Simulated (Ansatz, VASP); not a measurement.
## InSb in VASP and in Ansatz

The input INCAR:

```
PREC = Accurate
ENCUT = 500
EDIFF = 1E-6
ISMEAR = 0
SIGMA = 0.15
LREAL = False
LASPH = True
NELM = 120
ALGO = Normal
ISIF = 2
LWAVE = False
LCHARG = False
GGA = PS
NBANDS = 16
GGA_COMPAT = False
```

The input KPOINTS:

```
Automatic mesh
0
Gamma
  14 14 8
```

POSCAR

```
InSb
1.0
    3.0969124692      0.0000000000      0.0000000000
    0.0000000000      3.0361886953      0.0000000000
    0.0000000000      0.0000000000      5.8525016686
In Sb
1 1
Direct
    0.0000000000      0.0000000000      0.0000000000
    0.0000000000      0.0000000000      0.5000000000
```

Input for Ansatz:

```yaml
crystal:
  lattice:
    - [3.0969124692, 0.0, 0.0]
    - [0.0, 3.0361886953, 0.0]
    - [0.0, 0.0, 5.8525016686]
  atoms:
    - { symbol: In, position: [0.0, 0.0, 0.0] }
    - { symbol: Sb, position: [0.0, 0.0, 0.5] }
basis:
  ecutwfc: 420
kpoints:
  mp_grid: { grid: [14, 14, 8] }
hamiltonian:
  xc: pbesol
  pseudopotentials: { kind: paw, azcp: { folder: soft_1 } }
scf:
  occupations: { method: gaussian, width: 0.15 }
output:
  forces: true
  stress: true
  eigenvalues: true
```

Change from the starting cell: normal strain along x +0.0200, normal strain along z -0.0400.

Alike in both runs: task single point; functional PBEsol; k mesh 14 × 14 × 8; occupations gaussian, width 0.15 eV; no spin polarisation.

```csv
,VASP,Ansatz
version,VASP 6.6.1,Ansatz 0.2.0
potentials or method,"VASP PAW PBE potentials, release 64 (In_d, Sb), cutoff 500 eV","scalar-relativistic, plane waves, PAW"
valence electrons in the cell,18,28
```

|  | VASP | Ansatz | Ansatz less VASP |
| --- | --- | --- | --- |
| gap on the k mesh at the Fermi level (eV) | none | none | - |
| pressure (GPa) | 1.3 | 1.2 | -0.04 |
| traceless stress, the component that is largest in VASP (GPa) | 3.64 | 3.65 | +0.013 |

VASP's potentials were made for PBE, not for PBEsol, and Ansatz warns of the same on its side. A gap of «none» marks a metal or a gap that the smearing closes. VASP's potentials hold 18 valence electrons a cell and Ansatz's 28, so a difference there can come from the potentials and not from the codes.

Neither program's run includes spin-orbit coupling.
